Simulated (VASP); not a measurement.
# WC (P-6m2) in VASP: notebook, part 2 of 2

VASP 6.6.1. The steps go on from the part before.

## (3) Single point, PBEsol

INCAR

```
SYSTEM = WC
ALGO = Normal
EDIFF = 1E-6
ENCUT = 910
GGA = PS
GGA_COMPAT = .FALSE.
ISIF = 2
ISMEAR = 0
LASPH = .TRUE.
LCHARG = .FALSE.
LREAL = .FALSE.
LWAVE = .FALSE.
NBANDS = 16
NELM = 120
PREC = Accurate
SIGMA = 0.1
```

KPOINTS

```
k-points
0
G
  6 6 6
  0 0 0
```

POSCAR

```
WC
1.0
    2.9005014360      0.0000000000      0.0000000000
   -1.4502507180      2.5119079273      0.0000000000
    0.0000000000      0.0000000000      2.8290000000
W C
1 1
Direct
    0.0000000000      0.0000000000      0.0000000000
    0.6666666667      0.3333333333      0.5000000000
```

Potentials or basis: VASP PAW PBE potentials, release 64 (W_sv, C_h).

Launch:

```console
cat potpaw_PBE.64/W_sv/POTCAR potpaw_PBE.64/C_h/POTCAR > POTCAR
mpirun -np 1 vasp_std > vasp.out
```

OUTCAR:

```text
SYSTEM = WC
   EDIFF = 1E-6
   ENCUT = 910
   GGA = PS
   ISIF = 2
   ISMEAR = 0
   LASPH = .TRUE.
   LREAL = .FALSE.
   NELM = 120
   PREC = Accurate

 ion  position               nearest neighbor table
   1  0.000  0.000  0.000-   2 2.19   2 2.19   2 2.19   2 2.19   2 2.19   2 2.19
   2  0.667  0.333  0.500-   1 2.19   1 2.19   1 2.19   1 2.19   1 2.19   1 2.19

  LATTYP: Found a hexagonal cell.
 ALAT       =     2.9005014360
 C/A-ratio  =     0.9753485949

  Lattice vectors:

 A1 = (   2.9005014360,   0.0000000000,   0.0000000000)
 A2 = (  -1.4502507180,   2.5119079273,   0.0000000000)
 A3 = (   0.0000000000,   0.0000000000,   2.8290000000)

Analysis of symmetry for initial positions (statically):
=====================================================================
 Subroutine PRICEL returns:
 Original cell was already a primitive cell.

 Routine SETGRP: Setting up the symmetry group for a
 hexagonal supercell.

 Subroutine GETGRP returns: Found 12 space group operations
 (whereof 12 operations were pure point group operations)
 out of a pool of 24 trial point group operations.

The static configuration has the point symmetry D_3h.

Analysis of symmetry for dynamics (positions and initial velocities):
=====================================================================
 Subroutine PRICEL returns:
 Original cell was already a primitive cell.

 Routine SETGRP: Setting up the symmetry group for a
 hexagonal supercell.

 Subroutine GETGRP returns: Found 12 space group operations
 (whereof 12 operations were pure point group operations)
 out of a pool of 24 trial point group operations.

The dynamic configuration has the point symmetry D_3h.

 Subroutine INISYM returns: Found 12 space group operations
 (whereof 12 operations are pure point group operations),
 and found     1 'primitive' translations

----------------------------------------------------------------------------------------

                                     Primitive cell

  volume of cell :      20.6115

  direct lattice vectors                    reciprocal lattice vectors
     2.900501436  0.000000000  0.000000000     0.344767973  0.199051882  0.000000000
    -1.450250718  2.511907927  0.000000000     0.000000000  0.398103764  0.000000000
     0.000000000  0.000000000  2.829000000     0.000000000  0.000000000  0.353481796

  length of vectors
     2.900501436  2.900501436  2.829000000     0.398103764  0.398103764  0.353481796

  position of ions in fractional coordinates (direct lattice)
     0.000000000  0.000000000  0.000000000
     0.666666667  0.333333333  0.500000000

  ion indices of the primitive-cell ions
   primitive index   ion index
                 1           1
                 2           2

----------------------------------------------------------------------------------------

 KPOINTS: k-points

Automatic generation of k-mesh.
 Grid dimensions read from file:
 generate k-points for:    6    6    6

 Generating k-lattice:

  Cartesian coordinates                     Fractional coordinates (reciprocal lattice)
     0.057461329  0.033175314  0.000000000     0.166666667 -0.000000000  0.000000000
     0.000000000  0.066350627  0.000000000     0.000000000  0.166666667  0.000000000
     0.000000000  0.000000000  0.058913633     0.000000000  0.000000000  0.166666667

  Length of vectors
     0.066350627  0.066350627  0.058913633

  Shift w.r.t. Gamma in fractional coordinates (k-lattice)
     0.000000000  0.000000000  0.000000000

 Subroutine IBZKPT returns following result:
 ===========================================

 Found     28 irreducible k-points:

 Following reciprocal coordinates:
            Coordinates               Weight
  0.000000  0.000000  0.000000      1.000000
  0.166667 -0.000000  0.000000      6.000000
  0.333333 -0.000000  0.000000      6.000000
  0.500000 -0.000000  0.000000      3.000000
  0.166667  0.166667  0.000000      6.000000
  0.333333  0.166667  0.000000     12.000000
[... 16 lines left out ...]
  0.166667 -0.000000  0.500000      6.000000
  0.333333 -0.000000  0.500000      6.000000
 [... further k-points ...]
   k-points           NKPTS =     28   k-points in BZ     NKDIM =     28   number of bands    NBANDS=     16
   number of dos      NEDOS =    301   number of ions     NIONS =      2
   total plane-waves  NPLWV =  25200
   dimension x,y,z NGX =    30 NGY =   30 NGZ =   28
   dimension x,y,z NGXF=    60 NGYF=   60 NGZF=   56
   ions per type =               1   1
   NGX,Y,Z   is equivalent  to a cutoff of  17.19, 17.19, 16.45 a.u.
   NGXF,Y,Z  is equivalent  to a cutoff of  34.39, 34.39, 32.91 a.u.
 SYSTEM =  WC
   PREC   = accura    normal or accurate (medium, high low for compatibility)
   ISTART =      0    job   : 0-new  1-cont  2-samecut
   ICHARG =      2    charge: 1-file 2-atom 10-const
   ISPIN  =      1    spin polarized calculation?
   LNONCOLLINEAR =      F non collinear calculations
   LSORBIT =      F    spin-orbit coupling
   LASPH  =      T    aspherical Exc in radial PAW
   ENCUT  =  910.0 eV  66.88 Ry    8.18 a.u.   7.13  7.13  6.96*2*pi/ulx,y,z
   NELM   =    120;   NELMIN=  2; NELMDL= -5     # of ELM steps
   EDIFF  = 0.1E-05   stopping-criterion for ELM
   LREAL  =      F    real-space projection
   EDIFFG = 0.1E-04   stopping-criterion for IOM
   NSW    =      0    number of steps for IOM
   IBRION =     -1    ionic relax: 0-MD 1-quasi-New 2-CG
   NFREE  =      0    steps in history (QN), initial steepest desc. (CG)
   ISIF   =      2    stress and relaxation
   ISYM   =      2    0-nonsym 1-usesym 2-fastsym
   POTIM  = 0.5000    time-step for ionic-motion
   TEBEG  =    0.0;   TEEND  =   0.0 temperature during run
   PSTRESS=    0.0 pullay stress
   NELECT =      18.0000    total number of electrons
   NUPDOWN=      -1.0000    fix difference up-down
   EMIN   =  10.00;   EMAX   =-10.00  energy-range for DOS
   EFERMI =   0.00;   METHOD = LEGACY
   ISMEAR =     0;   SIGMA  =   0.10  broadening in eV -4-tet -1-fermi 0-gaus
   EFERMI_NEDOS =   21; number of points for ismear=-14 and -15
   IALGO  =     38    algorithm
   IMIX   =      4    mixing-type and parameters
     AMIX     =   0.40;   BMIX     =  1.00
     AMIX_MAG =   1.60;   BMIX_MAG =  1.00
  volume/ion in A,a.u.               =      10.31        69.55
  Fermi-wavevector in a.u.,A,eV,Ry     =   1.564813  2.957068 33.315762  2.448639
  Thomas-Fermi vector in A             =   2.667381
   LORBIT       =      0    0 simple, 1 ext, 2 COOP (PROOUT), +10 PAW based schemes
   GGA     = PS    functional components
   LHFCALC =     F    Hartree Fock is set to
   AEXX    =    0.0000 exact exchange contribution
   IVDW    =     0    specifies the selected vdW correction
   LEPSILON=     F    determine dielectric tensor
   LRPA    =     F    only Hartree local field effects (RPA)
 non-spin polarized calculation
 Gauss-broadening in eV      SIGMA  =   0.10
  energy-cutoff  :      910.00
  volume of cell :       20.61
 maximum number of plane-waves:      1311
 NGX is ok and might be reduce to    30
   NGX = 15   NGY = 15   NGZ = 13

 number of electron      18.0000001 magnetization

 Free energy of the ion-electron system (eV)
  ---------------------------------------------------
  ext. energy  EPLUGINS =         0.00000000
  ---------------------------------------------------
  free energy    TOTEN  =       -23.90278610 eV

  energy without entropy =      -23.89901939  energy(sigma->0) =      -23.90090274

 E-fermi :  11.6156     XC(G=0): -14.0045

 val. band max:       11.4891515178   @ k =   0.0000   0.0000   0.0000
 cond. band min:      11.6355064440   @ k =   0.0000   0.0000   0.1667
 fundamental gap:      0.1463549262
 Fermi energy:        11.6155636449

 k-point     1 :       0.0000    0.0000    0.0000
  band No.  band energies     occupation
      1     -62.5610      2.00000
      2     -26.5492      2.00000
      3     -26.4407      2.00000
      4     -26.4407      2.00000
      5      -3.1150      2.00000
      6       6.9922      2.00000
[... 8 lines left out ...]
     15      25.7368      0.00000
     16      28.1228      0.00000
[... 419 lines left out ...]
 k-point    24 :       0.3333   -0.0000    0.5000
  band No.  band energies     occupation
      1     -62.4741      2.00000
      2     -27.1846      2.00000
      3     -26.9707      2.00000
      4     -26.5092      2.00000
      5       0.2907      2.00000
      6       4.7370      2.00000
[... 8 lines left out ...]
     15      25.2298      0.00000
     16      28.5141      0.00000

 [... further k-points ...]

------------------------ aborting loop because EDIFF is reached ----------------------------------------

  FORCE on cell =-STRESS in cart. coord.  units (eV):
  Direction    XX          YY          ZZ          XY          YZ          ZX
  --------------------------------------------------------------------------------------
  -------------------------------------------------------------------------------------
  Total        0.1472061      0.1472061     -0.1282086      0.0000000     -0.0000000      0.0000000
  in kB       11.4426501     11.4426501     -9.9659367      0.0000000     -0.0000000      0.0000000
  external PRESSURE =       4.3064545 kB  Pullay stress =       0.0000000 kB

 VOLUME and BASIS-vectors are now :
 -----------------------------------------------------------------------------
  energy-cutoff  :      910.00
  volume of cell :       20.61
      direct lattice vectors                 reciprocal lattice vectors
     2.900501436  0.000000000  0.000000000     0.344767973  0.199051882  0.000000000
    -1.450250718  2.511907927  0.000000000     0.000000000  0.398103764  0.000000000
     0.000000000  0.000000000  2.829000000     0.000000000  0.000000000  0.353481796

 POSITION                                       TOTAL-FORCE (eV/Angst)
 -----------------------------------------------------------------------------------
      0.00000      0.00000      0.00000        -0.000000      0.000000      0.000000
      1.45025      0.83730      1.41450         0.000000     -0.000000      0.000000
 -----------------------------------------------------------------------------------
    total drift:                               -0.000000      0.000000      0.000000

  FREE ENERGIE OF THE ION-ELECTRON SYSTEM (eV)
  ---------------------------------------------------
  free  energy   TOTEN  =       -23.9027860997 eV

  energy  without entropy=      -23.8990193891  energy(sigma->0) =      -23.90090274
```

OSZICAR:

```text
N       E                     dE             d eps       ncg     rms          rms(c)
DAV:   1     0.150392841495E+03    0.15039E+03   -0.12909E+04   896   0.186E+03
DAV:   2    -0.211136704614E+02   -0.17151E+03   -0.16465E+03  1056   0.444E+02
DAV:   3    -0.267597033060E+02   -0.56460E+01   -0.55970E+01  1016   0.683E+01
DAV:   4    -0.268011557816E+02   -0.41452E-01   -0.41447E-01  1168   0.650E+00
DAV:   5    -0.268013964781E+02   -0.24070E-03   -0.24070E-03   976   0.507E-01    0.335E+01
DAV:   6    -0.240004988295E+02    0.28009E+01   -0.51628E+00  1240   0.247E+01    0.933E+00
DAV:   7    -0.239360535589E+02    0.64445E-01   -0.36659E-01   928   0.497E+00    0.628E+00
DAV:   8    -0.239034361293E+02    0.32617E-01   -0.66037E-02  1008   0.233E+00    0.851E-01
DAV:   9    -0.239029215543E+02    0.51457E-03   -0.17292E-03   960   0.437E-01    0.106E-01
DAV:  10    -0.239027859962E+02    0.13556E-03   -0.28264E-04  1136   0.202E-01    0.120E-02
DAV:  11    -0.239027862023E+02   -0.20616E-06   -0.11480E-05   936   0.362E-02    0.112E-02
DAV:  12    -0.239027860997E+02    0.10264E-06   -0.27406E-07   680   0.572E-03
   1 F= -.23902786E+02 E0= -.23900903E+02  d E =-.376671E-02
```

It took 9.1 s on 1 thread of Intel Xeon 6975P-C (Granite Rapids), shared host; peak memory 0.18 GiB.

What came out:

* Free energy: -23.9028 eV
* Pressure: 0.4 GPa
* Band gap on the k mesh: zero (band 9 reaches 11.96 eV, above the bottom of band 10 at 10.76 eV)

Stress tensor (GPa, compression positive):
```
 1.14  0.00  0.00
 0.00  1.14  0.00
 0.00  0.00 -1.00
```

Levels at points of the mesh, in eV from the Fermi level:
```tsv
k point	band 7	band 8	band 9	band 10	band 11	band 12
(0.00, 0.00, 0.00)	-3.61	-3.61	-0.13	3.00	3.00	5.45
(0.50, 0.00, 0.00)	-3.89	-3.87	-0.69	2.10	4.32	4.69
(0.00, 0.00, 0.50)	-2.28	-2.28	-0.86	-0.86	3.48	4.29
(0.50, 0.00, 0.50)	-4.61	-4.44	0.05	4.23	5.12	6.47
```

Caveat: the k points lie up to 0.42 Å⁻¹ apart; the cutoff is under 1.25 times the usual one of these potentials, so pressure, stress and relaxed cells hold a basis-set (Pulay) error; the PAW data sets were made with another functional, which shifts forces and pressure a little; spin-orbit coupling is left out, which moves the levels of the heavy elements.
